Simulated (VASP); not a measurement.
Set up this calculation in VASP 6.6.1, as the native input.

* Task: single point
* Functional: PBE
* Potentials or basis: VASP PAW PBE potentials, release 64 (Co)
* Cutoff: 520 eV
* k mesh: 10 × 10 × 6
* Occupations: fermi-dirac, width 0.05 eV
* Spin: collinear spin, ferromagnetic start
* Starting moments: [4.0, 4.0] μB
* Fixed moment: 8 μB
* Dipole correction: no
* Further INCAR settings: ALGO = Normal; EDIFF = 1e-06; NBANDS = 20

The structure of Co lies in POSCAR:

```
Co
1.0
    2.4719999032      0.0000000000      0.0000000000
   -1.2359999516      2.1408147143      0.0000000000
    0.0000000000      0.0000000000      4.0211440800
Co
2
Direct
    0.6666666667      0.3333333333      0.7500000000
    0.3333333333      0.6666666667      0.2500000000
```

The input as run:

INCAR

```
PREC = Accurate
ENCUT = 520
EDIFF = 1E-6
ISMEAR = -1
SIGMA = 0.05
LREAL = F
LASPH = T
NELM = 150
ALGO = Normal
ISIF = 2
LWAVE = F
LCHARG = T
ISPIN = 2
MAGMOM = 4 4
LORBIT = 11
NUPDOWN = 8.0
LMAXMIX = 4
GGA = PE
LELF = T
LVHAR = T
NBANDS = 20
```

KPOINTS

```
Automatic mesh
0
Gamma
  10 10 6
```

Potentials or basis: VASP PAW PBE potentials, release 64 (Co).

Command:

```sh
$ cat potpaw_PBE.64/Co/POTCAR > POTCAR
$ mpirun -np 1 vasp_std > vasp.out
```

It gave:

```json
{"Pressure": "118.8 GPa", "Net moment": "8.00 μB per cell", "Site moments": "Co +3.75 μB", "Valence electrons inside the program's atomic spheres": "Co 8.22"}
```

Caveat: the cell stands under pressure; the total moment is fixed, so each spin has its own Fermi level.

Wall time 38 s on 1 thread of Intel(R) Xeon(R) Platinum 8488C (Sapphire Rapids), with other jobs on the host, peak memory 0.15 GiB.
